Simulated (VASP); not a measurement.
# Ni in VASP: further runs

Runs on Ni. Level: PBE. Tasks: single point.

Everything below comes from runs of VASP 6.6.1. Logs are shortened: lines on timing, memory, paths and dates and some standing lists are left out, and cuts for length are marked.

### Step 1. The cell of the first run

The structure is cubic, space group Fm-3m (No. 225). Conventional cell: a = 3.475 Å, b = 3.475 Å, c = 3.475 Å, α = 90.00°, β = 90.00°, γ = 90.00°. Within 3.2 Å of Ni (site symmetry m-3m) lie 12 Ni at 2.46 Å.

### Step 2. Single point, PBE, collinear spin, ferromagnetic start

File INCAR:

```
  ALGO = Normal
  EDIFF = 1E-6
  ENCUT = 690
  GGA = PE
  GGA_COMPAT = False
  ISIF = 2
  ISMEAR = -1
  ISPIN = 2
  LASPH = True
  LCHARG = True
  LELF = True
  LMAXMIX = 4
  LORBIT = 11
  LREAL = False
  LVHAR = True
  LWAVE = False
  MAGMOM = 2
  NBANDS = 19
  NELM = 200
  NUPDOWN = 2.0
  PREC = Accurate
  SIGMA = 0.05
```

File KPOINTS:

```
k-points
0
Gamma
  11 11 11
```

File POSCAR:

```
Ni
1.0
    0.0000000000      1.7375729330      1.7375729330
    1.7375729330      0.0000000000      1.7375729330
    1.7375729330      1.7375729330      0.0000000000
Ni
1
Direct
    0.0000000000      0.0000000000      0.0000000000
```

Potentials or basis: VASP PAW PBE potentials, release 64 (Ni_sv_GW).

The run is started by

```
$ cat potpaw_PBE.64/Ni_sv_GW/POTCAR > POTCAR
$ mpirun -np 1 vasp_std > vasp.out
```

OUTCAR:

```text
EDIFF = 1E-6
   ENCUT = 690
   GGA = PE
   ISIF = 2
   ISMEAR = -1
   ISPIN = 2
   LASPH = True
   LORBIT = 11
   LREAL = False
   NELM = 200
   NUPDOWN = 2.0
   PREC = Accurate

 ion  position               nearest neighbor table
   1  0.000  0.000  0.000-

  LATTYP: Found a face centered cubic cell.
 ALAT       =     3.4751458660

  Lattice vectors:

 A1 = (   0.0000000000,   1.7375729330,   1.7375729330)
 A2 = (   1.7375729330,   0.0000000000,   1.7375729330)
 A3 = (   1.7375729330,   1.7375729330,   0.0000000000)

Analysis of symmetry for initial positions (statically):
=====================================================================
 Subroutine PRICEL returns:
 Original cell was already a primitive cell.

 Routine SETGRP: Setting up the symmetry group for a
 face centered cubic supercell.

 Subroutine GETGRP returns: Found 48 space group operations
 (whereof 48 operations were pure point group operations)
 out of a pool of 48 trial point group operations.

The static configuration has the point symmetry O_h .

Analysis of symmetry for dynamics (positions and initial velocities):
=====================================================================
 Subroutine PRICEL returns:
 Original cell was already a primitive cell.

 Routine SETGRP: Setting up the symmetry group for a
 face centered cubic supercell.

 Subroutine GETGRP returns: Found 48 space group operations
 (whereof 48 operations were pure point group operations)
 out of a pool of 48 trial point group operations.

The dynamic configuration has the point symmetry O_h .

Analysis of structural, dynamic, and magnetic symmetry:
=====================================================================
 Subroutine PRICEL returns:
 Original cell was already a primitive cell.

 Routine SETGRP: Setting up the symmetry group for a
 face centered cubic supercell.

 Subroutine GETGRP returns: Found 48 space group operations
 (whereof 48 operations were pure point group operations)
 out of a pool of 48 trial point group operations.

The overall configuration has the point symmetry O_h .

 Subroutine INISYM returns: Found 48 space group operations
 (whereof 48 operations are pure point group operations),
 and found     1 'primitive' translations

----------------------------------------------------------------------------------------

                                     Primitive cell

  volume of cell :      10.4920

  direct lattice vectors                    reciprocal lattice vectors
     0.000000000  1.737572933  1.737572933    -0.287757705  0.287757705  0.287757705
     1.737572933  0.000000000  1.737572933     0.287757705 -0.287757705  0.287757705
     1.737572933  1.737572933  0.000000000     0.287757705  0.287757705 -0.287757705

  length of vectors
     2.457299207  2.457299207  2.457299207     0.498410966  0.498410966  0.498410966

  position of ions in fractional coordinates (direct lattice)
     0.000000000  0.000000000  0.000000000

  ion indices of the primitive-cell ions
   primitive index   ion index
                 1           1

----------------------------------------------------------------------------------------

 KPOINTS: k-points

Automatic generation of k-mesh.
 Grid dimensions read from file:
 generate k-points for:   11   11   11

 Generating k-lattice:

  Cartesian coordinates                     Fractional coordinates (reciprocal lattice)
    -0.026159791  0.026159791  0.026159791     0.090909091  0.000000000  0.000000000
     0.026159791 -0.026159791  0.026159791     0.000000000  0.090909091  0.000000000
     0.026159791  0.026159791 -0.026159791     0.000000000  0.000000000  0.090909091

  Length of vectors
     0.045310088  0.045310088  0.045310088

  Shift w.r.t. Gamma in fractional coordinates (k-lattice)
     0.000000000  0.000000000  0.000000000

 Subroutine IBZKPT returns following result:
 ===========================================

 Found     56 irreducible k-points:

 Following reciprocal coordinates:
            Coordinates               Weight
  0.000000  0.000000  0.000000      1.000000
  0.090909  0.000000  0.000000      8.000000
  0.181818  0.000000  0.000000      8.000000
  0.272727  0.000000  0.000000      8.000000
  0.363636  0.000000  0.000000      8.000000
  0.454545  0.000000  0.000000      8.000000
[... 16 lines left out ...]
 -0.272727  0.181818  0.000000     24.000000
 -0.181818  0.181818  0.000000     12.000000
 [... further k-points ...]
   k-points           NKPTS =     56   k-points in BZ     NKDIM =     56   number of bands    NBANDS=     19
   number of dos      NEDOS =    301   number of ions     NIONS =      1
   total plane-waves  NPLWV =  13824
   dimension x,y,z NGX =    24 NGY =   24 NGZ =   24
   dimension x,y,z NGXF=    48 NGYF=   48 NGZF=   48
   ions per type =               1
   NGX,Y,Z   is equivalent  to a cutoff of  16.24, 16.24, 16.24 a.u.
   NGXF,Y,Z  is equivalent  to a cutoff of  32.47, 32.47, 32.47 a.u.
 SYSTEM =  unknown system
   PREC   = accura    normal or accurate (medium, high low for compatibility)
   ISTART =      0    job   : 0-new  1-cont  2-samecut
   ICHARG =      2    charge: 1-file 2-atom 10-const
   ISPIN  =      2    spin polarized calculation?
   LNONCOLLINEAR =      F non collinear calculations
   LSORBIT =      F    spin-orbit coupling
   LASPH  =      T    aspherical Exc in radial PAW
   ENCUT  =  690.0 eV  50.71 Ry    7.12 a.u.   5.26  5.26  5.26*2*pi/ulx,y,z
   NELM   =    200;   NELMIN=  2; NELMDL= -5     # of ELM steps
   EDIFF  = 0.1E-05   stopping-criterion for ELM
   LREAL  =      F    real-space projection
   EDIFFG = 0.1E-04   stopping-criterion for IOM
   NSW    =      0    number of steps for IOM
   IBRION =     -1    ionic relax: 0-MD 1-quasi-New 2-CG
   NFREE  =      0    steps in history (QN), initial steepest desc. (CG)
   ISIF   =      2    stress and relaxation
   ISYM   =      2    0-nonsym 1-usesym 2-fastsym
   POTIM  = 0.5000    time-step for ionic-motion
   TEBEG  =    0.0;   TEEND  =   0.0 temperature during run
   PSTRESS=    0.0 pullay stress
   NELECT =      18.0000    total number of electrons
   NUPDOWN=       2.0000    fix difference up-down
   EMIN   =  10.00;   EMAX   =-10.00  energy-range for DOS
   EFERMI =   0.00;   METHOD = LEGACY
   ISMEAR =    -1;   SIGMA  =   0.05  broadening in eV -4-tet -1-fermi 0-gaus
   EFERMI_NEDOS =   21; number of points for ismear=-14 and -15
   IALGO  =     38    algorithm
   IMIX   =      4    mixing-type and parameters
     AMIX     =   0.40;   BMIX     =  1.00
     AMIX_MAG =   1.60;   BMIX_MAG =  1.00
  volume/ion in A,a.u.               =      10.49        70.80
  Fermi-wavevector in a.u.,A,eV,Ry     =   1.959804  3.703492 52.257684  3.840831
  Thomas-Fermi vector in A             =   2.985109
   LORBIT       =     11    0 simple, 1 ext, 2 COOP (PROOUT), +10 PAW based schemes
   GGA     = PE    functional components
   LHFCALC =     F    Hartree Fock is set to
   AEXX    =    0.0000 exact exchange contribution
   IVDW    =     0    specifies the selected vdW correction
   LEPSILON=     F    determine dielectric tensor
   LRPA    =     F    only Hartree local field effects (RPA)
 spin polarized calculation
  energy-cutoff  :      690.00
  volume of cell :       10.49
 maximum number of plane-waves:       444
 NGX is ok and might be reduce to    24
   NGX = 11   NGY = 11   NGZ = 11

 number of electron      17.9999993 magnetization       1.9999999

 Free energy of the ion-electron system (eV)
  ---------------------------------------------------
  ext. energy  EPLUGINS =         0.00000000
  ---------------------------------------------------
  free energy    TOTEN  =        -4.65306733 eV

  energy without entropy =       -4.64151918  energy(sigma->0) =       -4.64729326

 E-fermi :   7.4655     XC(G=0): -14.2162

 val. band max:       13.4224779324   @ k =  -0.4545   0.0909   0.0000
 cond. band min:       7.4672973198   @ k =  -0.0909   0.0909   0.0000
 fundamental gap:     -5.9551806126
 Fermi energy:        13.6783901371

 spin component 1

 k-point     1 :       0.0000    0.0000    0.0000
  band No.  band energies     occupation
      1     -97.0192      1.00000
      2     -57.2089      1.00000
      3     -57.2089      1.00000
      4     -57.2089      1.00000
      5      -1.5167      1.00000
      6       4.5147      1.00000
[... 11 lines left out ...]
     18      42.0789      0.00000
     19      48.6055      0.00000

 k-point     2 :       0.0909    0.0000    0.0000
  band No.  band energies     occupation
      1     -97.0168      1.00000
      2     -57.2283      1.00000
      3     -57.2119      1.00000
      4     -57.2119      1.00000
      5      -1.1869      1.00000
      6       4.4384      1.00000
[... 476 lines left out ...]
 k-point    24 :      -0.1818    0.1818    0.0000
  band No.  band energies     occupation
      1     -96.9950      1.00000
      2     -57.3393      1.00000
      3     -57.2654      1.00000
      4     -57.2269      1.00000
      5       1.5617      1.00000
      6       3.9561      1.00000
[... 11 lines left out ...]
     18      46.5209      0.00000
     19      49.9408      0.00000

 [... further k-points ...]

 spin component 2

 k-point     1 :       0.0000    0.0000    0.0000
  band No.  band energies     occupation
      1     -94.9917      1.00000
      2     -55.2243      1.00000
      3     -55.2243      1.00000
      4     -55.2243      1.00000
      5      -0.6905      1.00000
      6       6.2828      1.00000
[... 11 lines left out ...]
     18      42.8289      0.00000
     19      49.5762      0.00000

 k-point     2 :       0.0909    0.0000    0.0000
  band No.  band energies     occupation
      1     -94.9892      1.00000
      2     -55.2449      1.00000
      3     -55.2275      1.00000
      4     -55.2275      1.00000
      5      -0.3594      1.00000
      6       6.1938      1.00000
[... 476 lines left out ...]
 k-point    24 :      -0.1818    0.1818    0.0000
  band No.  band energies     occupation
      1     -94.9664      1.00000
      2     -55.3623      1.00000
      3     -55.2839      1.00000
      4     -55.2432      1.00000
      5       2.4632      1.00000
      6       5.6325      1.00000
[... 11 lines left out ...]
     18      47.5394      0.00000
     19      50.7578      0.00000

 [... further k-points ...]

------------------------ aborting loop because EDIFF is reached ----------------------------------------

  FORCE on cell =-STRESS in cart. coord.  units (eV):
  Direction    XX          YY          ZZ          XY          YZ          ZX
  --------------------------------------------------------------------------------------
  -------------------------------------------------------------------------------------
  Total        2.4241156      2.4241156      2.4241156      0.0000000      0.0000000     -0.0000000
  in kB      370.1730425    370.1730425    370.1730425      0.0000000      0.0000000     -0.0000000
  external PRESSURE =     370.1730425 kB  Pullay stress =       0.0000000 kB

 VOLUME and BASIS-vectors are now :
 -----------------------------------------------------------------------------
  energy-cutoff  :      690.00
  volume of cell :       10.49
      direct lattice vectors                 reciprocal lattice vectors
     0.000000000  1.737572933  1.737572933    -0.287757705  0.287757705  0.287757705
     1.737572933  0.000000000  1.737572933     0.287757705 -0.287757705  0.287757705
     1.737572933  1.737572933  0.000000000     0.287757705  0.287757705 -0.287757705

 POSITION                                       TOTAL-FORCE (eV/Angst)
 -----------------------------------------------------------------------------------
      0.00000      0.00000      0.00000        -0.000000     -0.000000     -0.000000
 -----------------------------------------------------------------------------------
    total drift:                                0.000000      0.000000     -0.000000

  FREE ENERGIE OF THE ION-ELECTRON SYSTEM (eV)
  ---------------------------------------------------
  free  energy   TOTEN  =        -4.6530673270 eV

  energy  without entropy=       -4.6415191845  energy(sigma->0) =       -4.64729326

 total charge

# of ion       s       p       d       f       tot
--------------------------------------------------
    1        2.282   6.440   7.590   0.005  16.318

 magnetization (x)

# of ion       s       p       d       f       tot
--------------------------------------------------
    1        0.046   0.168   1.595   0.001   1.810
```

Run time: 38 s. Hardware: 1 thread of Intel Xeon Platinum 8375C at 2.90GHz (Ice Lake), shared host; peak memory 0.18 GiB.

What came out:

| Item | Value |
| --- | --- |
| Free energy | -4.6531 eV |
| Pressure | 37.0 GPa |
| Net moment | 2.00 μB per cell |
| Site moments | Ni +1.81 μB |
| Valence electrons inside the program's atomic spheres | Ni 16.32 |

Caveat: the cell stands under pressure; the total moment is fixed, so each spin has its own Fermi level and the state may be an excited one.

### Step 3. Single point, PBE, collinear spin, ferromagnetic start

This run uses another cell than the first one, of 10.07 Å³/atom.

File INCAR:

```
SYSTEM = Ni
PREC = Accurate ; ENCUT = 690
EDIFF = 1E-6 ; ISMEAR = -1
SIGMA = 0.05 ; LREAL = .FALSE.
LASPH = .TRUE. ; NELM = 200
ALGO = Normal ; ISIF = 2
LWAVE = .FALSE. ; LCHARG = .FALSE.
ISPIN = 2 ; MAGMOM = 1
LORBIT = 11 ; LMAXMIX = 4
GGA = PE ; NBANDS = 19
GGA_COMPAT = .FALSE.
```

File KPOINTS:

```
regular mesh
0
G
  11 11 11
  0 0 0
```

File POSCAR:

```
Ni
1.0
    0.0000000000      1.7375729330      1.6680700157
    1.7375729330      0.0000000000      1.6680700157
    1.7375729330      1.7375729330      0.0000000000
Ni
1
Direct
    0.0000000000      0.0000000000      0.0000000000
```

Potentials or basis: VASP PAW PBE potentials, release 64 (Ni_sv_GW).

The run is started by

```
$ cat potpaw_PBE.64/Ni_sv_GW/POTCAR > POTCAR
$ mpirun -np 1 vasp_std > vasp.out
```

Run time: 65 s. Hardware: 1 thread of Intel Xeon Platinum 8259CL at 2.50GHz (Skylake/Cascade Lake), shared host; peak memory 0.21 GiB.

The run converged. Its results:

```
Free energy                                           : -6.3810 eV
Pressure                                              : 17.4 GPa
Net moment                                            : 0.57 μB per cell
Site moments                                          : Ni +0.61 μB
Valence electrons inside the program's atomic spheres : Ni 16.42
```

Stress tensor (GPa, compression positive):
```
15.52  0.00  0.00
 0.00 15.52  0.00
 0.00  0.00 21.24
```

Levels at points of the mesh, in eV from the Fermi level:
Spin up:
```tsv
k point	band 6	band 7	band 8	band 9	band 10	band 11	band 12	band 13
(0.00, 0.00, 0.00)	-2.71	-2.71	-2.44	-1.46	-1.16	24.13	28.45	28.45
```
Spin down:
| k point | band 5 | band 6 | band 7 | band 8 | band 9 | band 10 | band 11 | band 12 | band 13 | band 14 |
| --- | --- | --- | --- | --- | --- | --- | --- | --- | --- | --- |
| (0.00, 0.00, 0.00) | -9.71 | -2.01 | -2.01 | -1.75 | -0.91 | -0.62 | 23.98 | 28.41 | 28.41 | 29.09 |

Caveat: the stress differs along the axes, from 16 to 21 GPa.
